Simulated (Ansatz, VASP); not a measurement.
## Re2B3 in VASP and in Ansatz

```
Re B
1.0
     3.78237    0.00000    0.00000
    -1.89118    3.27563    0.00000
     0.00000    0.00000    4.30369
Re B
2 3
Direct
  0.33333 0.66667 0.22496
  0.66667 0.33333 0.77504
  0.00000 0.00000 0.00000
  0.33333 0.66667 0.72163
  0.66667 0.33333 0.27837
```

Alike in both runs: functional PBE; k mesh 12 × 12 × 10; occupations gaussian, width 0.1 eV; no spin polarisation.

Ansatz relaxed the structure, and its values are those at the end. VASP's run is a single point on that final structure, the one shown.

|  | VASP | Ansatz |
| --- | --- | --- |
| version | VASP 6.6.1 | Ansatz 0.2.0 |
| potentials or method | VASP PAW PBE potentials, release 64 (Re_sv_GW, B), cutoff 560 eV | scalar-relativistic, plane waves, PAW |
| valence electrons in the cell | 39 | 39 |

|  | VASP | Ansatz | Ansatz less VASP |
| --- | --- | --- | --- |
| gap on the k mesh at the Fermi level (eV) | none | none | - |
| pressure (GPa) | -0.7 | 0.0 | +0.72 |

A gap of «none» marks a metal or a gap that the smearing closes.

Neither program's run includes spin-orbit coupling.
